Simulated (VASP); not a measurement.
# Be2Si: single point with PBE

Crystal: Be2Si.

```
Si Be
1.0
     0.00000    2.64000    2.64000
     2.64000    0.00000    2.64000
     2.64000    2.64000    0.00000
Si Be
1 2
Direct
  0.00000 0.00000 0.00000
  0.25000 0.25000 0.25000
  0.75000 0.75000 0.75000
```

```yaml
Program: VASP 6.6.1
Task: single point
Functional: PBE
Potentials_or_basis: VASP PAW PBE potentials, release 64 (Si, Be)
Cutoff: 520 eV
k_mesh: 12 × 12 × 12
Occupations: fermi-dirac, width 0.1 eV
Spin: no spin polarisation
Dipole_correction: no
Further_INCAR_settings: ALGO = Normal; EDIFF = 1e-06; NBANDS = 11
```

```json
{"Pressure": "0.3 GPa", "Band gap on the k mesh": "zero (bands 4 and 5 overlap by 0.79 eV)"}
```

Levels at points of the mesh, in eV from the Fermi level:
```
           k point  band 1  band 2  band 3  band 4  band 5  band 6  band 7  band 8
(0.00, 0.00, 0.00)  -12.03    0.42    0.42    0.42    0.83    0.83    0.83    6.10
(0.50, 0.00, 0.00)   -9.61   -7.34   -1.34   -1.34    1.27    1.27    2.55    6.32
(0.50, 0.50, 0.00)   -8.68   -6.42   -3.87   -3.87   -0.21    0.37    7.74    7.74
```

Run time: 37 s on 1 thread of Intel Xeon 8259CL (shared host), peak memory 0.17 GiB.
